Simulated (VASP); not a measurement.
# PbS (Galena) (Fm-3m) in VASP: further runs

PbS (Galena) is run at these levels: PBEsol; tasks: single point.

Everything below comes from runs of VASP 6.6.1. Logs are shortened: lines on timing, memory, paths and dates and some standing lists are left out, and cuts for length are marked.

## 1. The cell of the first run

Symmetry: Fm-3m, No. 225, cubic system. The conventional cell has a = 5.971 Å, b = 5.971 Å, c = 5.971 Å, α = 90.00°, β = 90.00°, γ = 90.00°. Pb (site symmetry m-3m) has 6 S at 2.99 Å within 3.9 Å. S (site symmetry m-3m) has 6 Pb at 2.99 Å within 3.9 Å.

## 2. Single point, PBEsol

File INCAR:

```
  PREC = Accurate
  ENCUT = 520
  EDIFF = 1E-6
  ISMEAR = 0
  SIGMA = 0.01
  LREAL = False
  LASPH = True
  NELM = 60
  ALGO = Normal
  ISIF = 2
  LWAVE = False
  LCHARG = False
  GGA = PS
  NBANDS = 17
```

File KPOINTS:

```
regular mesh
0
Gamma
  6 6 6
```

File POSCAR:

```
PbS
1.0
    0.0000000000      2.9853913009      2.9853913009
    2.9853913009      0.0000000000      2.9853913009
    2.9853913009      2.9853913009      0.0000000000
Pb S
1 1
Direct
    0.0000000000      0.0000000000      0.0000000000
    0.5000000000      0.5000000000      0.5000000000
```

Potentials or basis: VASP PAW PBE potentials, release 64 (Pb_d, S).

On the command line:

```sh
> cat potpaw_PBE.64/Pb_d/POTCAR potpaw_PBE.64/S/POTCAR > POTCAR
> mpirun -np 1 vasp_std > vasp.out
```

OUTCAR:

```text
PREC = Accurate
   ENCUT = 520
   EDIFF = 1E-6
   ISMEAR = 0
   LREAL = False
   LASPH = True
   NELM = 60
   ISIF = 2
   GGA = PS

 ion  position               nearest neighbor table
   1  0.000  0.000  0.000-   2 2.99   2 2.99   2 2.99   2 2.99   2 2.99   2 2.99
   2  0.500  0.500  0.500-   1 2.99   1 2.99   1 2.99   1 2.99   1 2.99   1 2.99

  LATTYP: Found a face centered cubic cell.
 ALAT       =     5.9707826018

  Lattice vectors:

 A1 = (   0.0000000000,   2.9853913009,   2.9853913009)
 A2 = (   2.9853913009,   0.0000000000,   2.9853913009)
 A3 = (   2.9853913009,   2.9853913009,   0.0000000000)

Analysis of symmetry for initial positions (statically):
=====================================================================
 Subroutine PRICEL returns:
 Original cell was already a primitive cell.

 Routine SETGRP: Setting up the symmetry group for a
 face centered cubic supercell.

 Subroutine GETGRP returns: Found 48 space group operations
 (whereof 48 operations were pure point group operations)
 out of a pool of 48 trial point group operations.

The static configuration has the point symmetry O_h .

Analysis of symmetry for dynamics (positions and initial velocities):
=====================================================================
 Subroutine PRICEL returns:
 Original cell was already a primitive cell.

 Routine SETGRP: Setting up the symmetry group for a
 face centered cubic supercell.

 Subroutine GETGRP returns: Found 48 space group operations
 (whereof 48 operations were pure point group operations)
 out of a pool of 48 trial point group operations.

The dynamic configuration has the point symmetry O_h .

 Subroutine INISYM returns: Found 48 space group operations
 (whereof 48 operations are pure point group operations),
 and found     1 'primitive' translations

----------------------------------------------------------------------------------------

                                     Primitive cell

  volume of cell :      53.2150

  direct lattice vectors                    reciprocal lattice vectors
     0.000000000  2.985391301  2.985391301    -0.167482233  0.167482233  0.167482233
     2.985391301  0.000000000  2.985391301     0.167482233 -0.167482233  0.167482233
     2.985391301  2.985391301  0.000000000     0.167482233  0.167482233 -0.167482233

  length of vectors
     4.221980867  4.221980867  4.221980867     0.290087736  0.290087736  0.290087736

  position of ions in fractional coordinates (direct lattice)
     0.000000000  0.000000000  0.000000000
     0.500000000  0.500000000  0.500000000

  ion indices of the primitive-cell ions
   primitive index   ion index
                 1           1
                 2           2

----------------------------------------------------------------------------------------

 KPOINTS: regular mesh

Automatic generation of k-mesh.
 Grid dimensions read from file:
 generate k-points for:    6    6    6

 Generating k-lattice:

  Cartesian coordinates                     Fractional coordinates (reciprocal lattice)
    -0.027913705  0.027913705  0.027913705     0.166666667  0.000000000  0.000000000
     0.027913705 -0.027913705  0.027913705     0.000000000  0.166666667  0.000000000
     0.027913705  0.027913705 -0.027913705     0.000000000  0.000000000  0.166666667

  Length of vectors
     0.048347956  0.048347956  0.048347956

  Shift w.r.t. Gamma in fractional coordinates (k-lattice)
     0.000000000  0.000000000  0.000000000

 Subroutine IBZKPT returns following result:
 ===========================================

 Found     16 irreducible k-points:

 Following reciprocal coordinates:
            Coordinates               Weight
  0.000000  0.000000  0.000000      1.000000
  0.166667  0.000000  0.000000      8.000000
  0.333333  0.000000  0.000000      8.000000
  0.500000  0.000000  0.000000      4.000000
  0.166667  0.166667  0.000000      6.000000
  0.333333  0.166667  0.000000     24.000000
[... 8 lines left out ...]
 -0.333333  0.333333  0.166667     24.000000
 -0.333333  0.500000  0.166667     12.000000
   k-points           NKPTS =     16   k-points in BZ     NKDIM =     16   number of bands    NBANDS=     17
   number of dos      NEDOS =    301   number of ions     NIONS =      2
   total plane-waves  NPLWV =  32768
   dimension x,y,z NGX =    32 NGY =   32 NGZ =   32
   dimension x,y,z NGXF=    64 NGYF=   64 NGZF=   64
   ions per type =               1   1
   NGX,Y,Z   is equivalent  to a cutoff of  12.60, 12.60, 12.60 a.u.
   NGXF,Y,Z  is equivalent  to a cutoff of  25.20, 25.20, 25.20 a.u.
 SYSTEM =  unknown system
   PREC   = accura    normal or accurate (medium, high low for compatibility)
   ISTART =      0    job   : 0-new  1-cont  2-samecut
   ICHARG =      2    charge: 1-file 2-atom 10-const
   ISPIN  =      1    spin polarized calculation?
   LNONCOLLINEAR =      F non collinear calculations
   LSORBIT =      F    spin-orbit coupling
   LASPH  =      T    aspherical Exc in radial PAW
   ENCUT  =  520.0 eV  38.22 Ry    6.18 a.u.   7.85  7.85  7.85*2*pi/ulx,y,z
   NELM   =     60;   NELMIN=  2; NELMDL= -5     # of ELM steps
   EDIFF  = 0.1E-05   stopping-criterion for ELM
   LREAL  =      F    real-space projection
   EDIFFG = 0.1E-04   stopping-criterion for IOM
   NSW    =      0    number of steps for IOM
   IBRION =     -1    ionic relax: 0-MD 1-quasi-New 2-CG
   NFREE  =      0    steps in history (QN), initial steepest desc. (CG)
   ISIF   =      2    stress and relaxation
   ISYM   =      2    0-nonsym 1-usesym 2-fastsym
   POTIM  = 0.5000    time-step for ionic-motion
   TEBEG  =    0.0;   TEEND  =   0.0 temperature during run
   PSTRESS=    0.0 pullay stress
   NELECT =      20.0000    total number of electrons
   NUPDOWN=      -1.0000    fix difference up-down
   EMIN   =  10.00;   EMAX   =-10.00  energy-range for DOS
   EFERMI =   0.00;   METHOD = LEGACY
   ISMEAR =     0;   SIGMA  =   0.01  broadening in eV -4-tet -1-fermi 0-gaus
   EFERMI_NEDOS =   21; number of points for ismear=-14 and -15
   IALGO  =     38    algorithm
   IMIX   =      4    mixing-type and parameters
     AMIX     =   0.40;   BMIX     =  1.00
     AMIX_MAG =   1.60;   BMIX_MAG =  1.00
  volume/ion in A,a.u.               =      26.61       179.56
[... 48 lines left out ...]
      2     -11.2783      2.00000
      3     -11.2783      2.00000
      4     -11.2642      2.00000
      5     -11.2642      2.00000
      6      -7.7688      2.00000
[... 9 lines left out ...]
     16      12.7231      0.00000
     17      15.7488      0.00000

 k-point     3 :       0.3333    0.0000    0.0000
  band No.  band energies     occupation
      1     -11.2906      2.00000
      2     -11.2906      2.00000
      3     -11.2773      2.00000
      4     -11.2444      2.00000
      5     -11.2444      2.00000
      6      -7.1876      2.00000
[... 9 lines left out ...]
     16      14.1302      0.00000
     17      17.4521      0.00000

 k-point     4 :       0.5000    0.0000    0.0000
  band No.  band energies     occupation
      1     -11.2975      2.00000
      2     -11.2975      2.00000
      3     -11.2768      2.00000
      4     -11.2337      2.00000
      5     -11.2337      2.00000
      6      -6.7796      2.00000
[... 9 lines left out ...]
     16      15.5507      0.00000
     17      15.8538      0.00000

 k-point     5 :       0.1667    0.1667    0.0000
  band No.  band energies     occupation
      1     -11.2881      2.00000
      2     -11.2860      2.00000
      3     -11.2660      2.00000
      4     -11.2660      2.00000
      5     -11.2600      2.00000
      6      -7.6869      2.00000
[... 9 lines left out ...]
     16      13.8918      0.00000
     17      14.8490      0.00000

 k-point     6 :       0.3333    0.1667    0.0000
  band No.  band energies     occupation
      1     -11.3122      2.00000
      2     -11.2844      2.00000
      3     -11.2707      2.00000
      4     -11.2533      2.00000
      5     -11.2412      2.00000
      6      -7.2095      2.00000
[... 9 lines left out ...]
     16      15.0251      0.00000
     17      16.7322      0.00000

 k-point     7 :       0.5000    0.1667    0.0000
  band No.  band energies     occupation
      1     -11.3210      2.00000
      2     -11.2825      2.00000
      3     -11.2732      2.00000
      4     -11.2468      2.00000
      5     -11.2319      2.00000
      6      -6.6906      2.00000
[... 9 lines left out ...]
     16      15.8195      0.00000
     17      16.2067      0.00000

 k-point     8 :      -0.3333    0.1667    0.0000
  band No.  band energies     occupation
      1     -11.3076      2.00000
      2     -11.2866      2.00000
      3     -11.2700      2.00000
      4     -11.2450      2.00000
      5     -11.2444      2.00000
      6      -6.8322      2.00000
[... 9 lines left out ...]
     16      15.3588      0.00000
     17      16.5059      0.00000

 k-point     9 :      -0.1667    0.1667    0.0000
  band No.  band energies     occupation
      1     -11.2860      2.00000
      2     -11.2806      2.00000
      3     -11.2768      2.00000
      4     -11.2644      2.00000
      5     -11.2500      2.00000
      6      -7.4118      2.00000
[... 9 lines left out ...]
     16      14.4863      0.00000
     17      15.2246      0.00000

 k-point    10 :       0.3333    0.3333    0.0000
  band No.  band energies     occupation
      1     -11.3612      2.00000
      2     -11.2981      2.00000
      3     -11.2477      2.00000
      4     -11.2370      2.00000
      5     -11.2370      2.00000
      6      -6.8895      2.00000
[... 9 lines left out ...]
     16      16.1824      0.00000
     17      16.7916      0.00000

 k-point    11 :       0.5000    0.3333    0.0000
  band No.  band energies     occupation
      1     -11.3789      2.00000
      2     -11.2928      2.00000
      3     -11.2536      2.00000
      4     -11.2331      2.00000
      5     -11.2270      2.00000
      6      -6.4889      2.00000
[... 9 lines left out ...]
     16      16.7086      0.00000
     17      17.1732      0.00000

 k-point    12 :      -0.3333    0.3333    0.0000
  band No.  band energies     occupation
      1     -11.3505      2.00000
      2     -11.2701      2.00000
      3     -11.2685      2.00000
      4     -11.2482      2.00000
      5     -11.2354      2.00000
      6      -6.4505      2.00000
[... 9 lines left out ...]
     16      15.4747      0.00000
     17      17.2168      0.00000

 k-point    13 :       0.5000    0.5000    0.0000
  band No.  band energies     occupation
      1     -11.4094      2.00000
      2     -11.3042      2.00000
      3     -11.2416      2.00000
      4     -11.2219      2.00000
      5     -11.2219      2.00000
      6      -6.3736      2.00000
[... 9 lines left out ...]
     16      17.6212      0.00000
     17      17.7095      0.00000

 k-point    14 :       0.5000    0.3333    0.1667
  band No.  band energies     occupation
      1     -11.3391      2.00000
      2     -11.2808      2.00000
      3     -11.2705      2.00000
      4     -11.2414      2.00000
      5     -11.2376      2.00000
      6      -6.7376      2.00000
[... 9 lines left out ...]
     16      15.9775      0.00000
     17      16.2750      0.00000

 k-point    15 :      -0.3333    0.3333    0.1667
  band No.  band energies     occupation
      1     -11.3490      2.00000
      2     -11.2752      2.00000
      3     -11.2609      2.00000
      4     -11.2587      2.00000
      5     -11.2288      2.00000
      6      -6.4501      2.00000
[... 9 lines left out ...]
     16      16.7971      0.00000
     17      17.0762      0.00000

 k-point    16 :      -0.3333    0.5000    0.1667
  band No.  band energies     occupation
      1     -11.3799      2.00000
      2     -11.2845      2.00000
      3     -11.2572      2.00000
      4     -11.2434      2.00000
      5     -11.2219      2.00000
      6      -6.3422      2.00000
[... 9 lines left out ...]
     16      17.1765      0.00000
     17      17.7040      0.00000

------------------------ aborting loop because EDIFF is reached ----------------------------------------

  FORCE on cell =-STRESS in cart. coord.  units (eV):
  Direction    XX          YY          ZZ          XY          YZ          ZX
  --------------------------------------------------------------------------------------
  -------------------------------------------------------------------------------------
  Total       -0.6633683     -0.6633683     -0.6633683      0.0000000      0.0000000     -0.0000000
  in kB      -19.9724579    -19.9724579    -19.9724579      0.0000000      0.0000000     -0.0000000
  external PRESSURE =     -19.9724579 kB  Pullay stress =       0.0000000 kB

 VOLUME and BASIS-vectors are now :
 -----------------------------------------------------------------------------
  energy-cutoff  :      520.00
  volume of cell :       53.21
      direct lattice vectors                 reciprocal lattice vectors
     0.000000000  2.985391301  2.985391301    -0.167482233  0.167482233  0.167482233
     2.985391301  0.000000000  2.985391301     0.167482233 -0.167482233  0.167482233
     2.985391301  2.985391301  0.000000000     0.167482233  0.167482233 -0.167482233

 POSITION                                       TOTAL-FORCE (eV/Angst)
 -----------------------------------------------------------------------------------
      0.00000      0.00000      0.00000        -0.000000     -0.000000      0.000000
      2.98539      2.98539      2.98539         0.000000      0.000000     -0.000000
 -----------------------------------------------------------------------------------
    total drift:                                0.000000     -0.000000     -0.000000

  FREE ENERGIE OF THE ION-ELECTRON SYSTEM (eV)
  ---------------------------------------------------
  free  energy   TOTEN  =        -9.4485149993 eV

  energy  without entropy=       -9.4485149993  energy(sigma->0) =       -9.44851500
```

Run time: 5.3 s. Hardware: 1 thread of Intel Xeon 6975P-C (Granite Rapids), shared host; peak memory 0.17 GiB.

What came out:

| Property | Result |
| --- | --- |
| Free energy | -9.4485 eV |
| Pressure | -2.0 GPa |
| Band gap on the k mesh | 0.33 eV, direct |

Levels at points of the mesh, in eV from the valence-band top:
```tsv
k point	band 6	band 7	band 8	band 9	band 10	band 11	band 12	band 13	band 14	band 15
(0.00, 0.00, 0.00)	-13.40	-6.07	-2.05	-2.05	-2.05	5.13	5.13	5.13	6.72	6.72
(0.50, 0.00, 0.00)	-12.19	-8.76	-1.67	-1.67	0.00	0.33	1.96	1.96	8.49	10.14
(0.50, 0.50, 0.00)	-11.78	-7.19	-5.06	-3.31	-3.31	3.83	5.48	5.59	5.59	11.18
```

Caveat: the PAW data sets were made with another functional, which shifts forces and pressure a little; spin-orbit coupling is left out, which moves the levels of the heavy elements. A k mesh can miss the band edges.

## 3. Single point, PBEsol

This run uses another cell than the first one, of 27.13 Å³/atom, 1.020 times its volume.

File INCAR:

```
SYSTEM = PbS
PREC     = Accurate       ! precision mode
ENCUT    = 520            ! plane-wave cutoff, eV
EDIFF    = 1E-7           ! SCF threshold, eV
ISMEAR   = 0              ! smearing method
SIGMA    = 0.01           ! smearing width, eV
LREAL    = .False.        ! projectors in reciprocal space
LASPH    = .True.         ! aspherical terms in the spheres
NELM     = 80             ! most SCF steps
ALGO     = Normal         ! electronic algorithm
ISIF     = 2              ! what is computed and relaxed
LWAVE    = .False.        ! write WAVECAR
LCHARG   = .False.        ! write CHGCAR
GGA      = PS             ! functional
NBANDS   = 17             ! bands
```

File KPOINTS:

```
regular mesh
0
Gamma
  6 6 6
  0 0 0
```

File POSCAR:

```
PbS
1.0
    0.0000000000      3.0047775019      3.0047775019
    3.0047775019      0.0000000000      3.0047775019
    3.0047775019      3.0047775019      0.0000000000
Pb S
1 1
Direct
    0.0000000000      0.0000000000      0.0000000000
    0.5000000000      0.5000000000      0.5000000000
```

Potentials or basis: VASP PAW PBE potentials, release 64 (Pb_d, S).

On the command line:

```sh
> cat potpaw_PBE.64/Pb_d/POTCAR potpaw_PBE.64/S/POTCAR > POTCAR
> mpirun -np 1 vasp_std > vasp.out
```

It took 5.8 s on 1 thread of Intel Xeon 6975P-C (Granite Rapids), shared host; peak memory 0.17 GiB.

The run converged. Its results:

* Free energy: -9.4328 eV
* Pressure: -2.9 GPa
* Band gap on the k mesh: 0.39 eV, direct

Levels at points of the mesh, in eV from the valence-band top:
| k point | band 6 | band 7 | band 8 | band 9 | band 10 | band 11 | band 12 | band 13 | band 14 | band 15 |
| --- | --- | --- | --- | --- | --- | --- | --- | --- | --- | --- |
| (0.00, 0.00, 0.00) | -13.22 | -6.09 | -1.94 | -1.94 | -1.94 | 5.09 | 5.09 | 5.09 | 6.78 | 6.78 |
| (0.50, 0.00, 0.00) | -12.04 | -8.63 | -1.57 | -1.57 | 0.00 | 0.39 | 2.02 | 2.02 | 8.48 | 10.19 |
| (0.50, 0.50, 0.00) | -11.67 | -7.14 | -4.88 | -3.17 | -3.17 | 3.93 | 5.43 | 5.54 | 5.54 | 11.18 |

Caveat: the PAW data sets were made with another functional, which shifts forces and pressure a little; spin-orbit coupling is left out, which moves the levels of the heavy elements.

## 4. Single point, PBEsol

This run uses another cell than the first one, of 27.65 Å³/atom, 1.039 times its volume.

File INCAR:

```
PREC = Accurate
ENCUT = 520
EDIFF = 1E-6
ISMEAR = 0
SIGMA = 0.01
LREAL = F
LASPH = T
NELM = 60
ALGO = Normal
ISIF = 2
LWAVE = F
LCHARG = F
GGA = PS
NBANDS = 17
```

File KPOINTS:

```
Automatic mesh
0
Gamma
  6 6 6
```

File POSCAR:

```
PbS
1.0
    0.0000000000      3.0239167281      3.0239167281
    3.0239167281      0.0000000000      3.0239167281
    3.0239167281      3.0239167281      0.0000000000
Pb S
1 1
Direct
    0.0000000000      0.0000000000      0.0000000000
    0.5000000000      0.5000000000      0.5000000000
```

On the command line:

```sh
> cat potpaw_PBE.64/Pb_d/POTCAR potpaw_PBE.64/S/POTCAR > POTCAR
> mpirun -np 1 vasp_std > vasp.out
```

Run time: 5.4 s. Hardware: 1 thread of Intel Xeon 6975P-C (Granite Rapids), shared host; peak memory 0.17 GiB.

It converged, with:

| Quantity | Value |
| --- | --- |
| Free energy | -9.4113 eV |
| Pressure | -3.8 GPa |
| Band gap on the k mesh | 0.45 eV, direct |

Levels at points of the mesh, in eV from the valence-band top:
| k point | band 8 | band 9 | band 10 | band 11 | band 12 | band 13 |
| --- | --- | --- | --- | --- | --- | --- |
| (0.00, 0.00, 0.00) | -1.83 | -1.83 | -1.83 | 5.05 | 5.05 | 5.05 |
| (0.50, 0.00, 0.00) | -1.48 | -1.48 | 0.00 | 0.45 | 2.07 | 2.07 |
| (0.50, 0.50, 0.00) | -4.71 | -3.04 | -3.04 | 4.03 | 5.39 | 5.48 |

Caveat: the PAW data sets were made with another functional, which shifts forces and pressure a little; spin-orbit coupling is left out, which moves the levels of the heavy elements. A k mesh can miss the band edges.

## 5. The runs side by side

```csv
cell,gap on the mesh (eV),pressure (GPa)
"a = 4.222 Å, angles 60.0°, 2 atoms",0.33,-2.0
"a = 4.249 Å, angles 60.0°, 2 atoms",0.39,-2.9
"a = 4.276 Å, angles 60.0°, 2 atoms",0.45,-3.8
```

Alike in all rows: task single point; level PBEsol; potentials or basis VASP PAW PBE potentials, release 64 (Pb_d, S); no spin polarisation; k mesh 6 × 6 × 6; cutoff (eV) 520; smearing gaussian 0.01 eV.

Caveats: the PAW data sets were made with another functional, which shifts forces and pressure a little; spin-orbit coupling is left out, which moves the levels of the heavy elements.

Absolute energies hang on the potentials; compare differences alone.
